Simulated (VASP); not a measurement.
Zr2O3: single point with PBE

The system is Zr2O3.

```
Zr O
1.0
     5.16885    0.00000    0.00000
     0.00000    5.16885    0.00000
     0.00000    0.00000    5.16885
Zr O
4 6
Direct
  0.25000 0.25000 0.25000
  0.75000 0.75000 0.25000
  0.75000 0.25000 0.75000
  0.25000 0.75000 0.75000
  0.50000 0.00000 0.00000
  0.00000 0.50000 0.00000
  0.00000 0.00000 0.50000
  0.50000 0.50000 0.00000
  0.50000 0.00000 0.50000
  0.00000 0.50000 0.50000
```

| Property | Result |
| --- | --- |
| Program | VASP 6.6.1 |
| Task | single point |
| Functional | PBE |
| Potentials or basis | VASP PAW PBE potentials, release 64 (Zr_sv, O) |
| Cutoff | 520 eV |
| k mesh | 11 × 11 × 11 |
| Occupations | fermi-dirac, width 0.0612256 eV |
| Spin | no spin polarisation |

- Pressure: -10.0 GPa
- Band gap on the k mesh: zero (bands 42 and 43 overlap by 0.35 eV)

Levels at points of the mesh, in eV from the Fermi level:
```tsv
k point	band 39	band 40	band 41	band 42	band 43	band 44	band 45	band 46
(0.00, 0.00, 0.00)	-3.31	-3.31	-3.31	-0.13	-0.13	-0.13	0.59	0.59
```

Run time: 14 min on 1 thread of Oxide Virtual Turin-like Processor, with other jobs on the host, peak memory 0.39 GiB.

Caveat: the cell stands under tension.
